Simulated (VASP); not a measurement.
Here is a VASP 6.6.1 calculation.

The input INCAR:

```
PREC = Accurate
ENCUT = 520
EDIFF = 1E-6
ISMEAR = 0
SIGMA = 0.1
LREAL = F
LASPH = T
NELM = 100
ALGO = Normal
ISIF = 2
LWAVE = F
LCHARG = F
GGA = PE
NBANDS = 22
```

Contents of KPOINTS:

```
regular mesh
0
Gamma
  8 8 4
```

POSCAR

```
Be3S
1.0
    3.2139337994     -0.6399472399     -0.0569573919
   -0.6333077100      5.2768006565     -0.6591900692
   -0.1383326439     -1.2636557624      6.4098252125
Be S
6 2
Direct
    0.0014558197      0.5028164932      0.2512987300
   -0.0077397046      0.4847141683      0.7453848571
    0.6512682251      0.8023119951      0.2847284321
    0.6430685499      0.7860423860      0.8619047365
    0.4843926547      0.4687141851     -0.0029598544
    0.5096822201      0.5193423380      0.5019576043
   -0.1360663189      1.2280003925      0.4269098694
   -0.1460614459      0.2080580417      0.9307756249
```

Potentials or basis: VASP PAW PBE potentials, release 64 (Be, S).

Command:

```console
$ cat potpaw_PBE.64/Be/POTCAR potpaw_PBE.64/S/POTCAR > POTCAR
$ mpirun -np 1 vasp_std > vasp.out
```

(1) What does it give for the largest force?

(2) Estimate the pressure.

(3) Predict the band gap on the k mesh.

## Answers

(1) 0.017 eV/Å.

(2) 0.0 GPa.

(3) zero (bands 12 and 13 overlap by 3.23 eV).
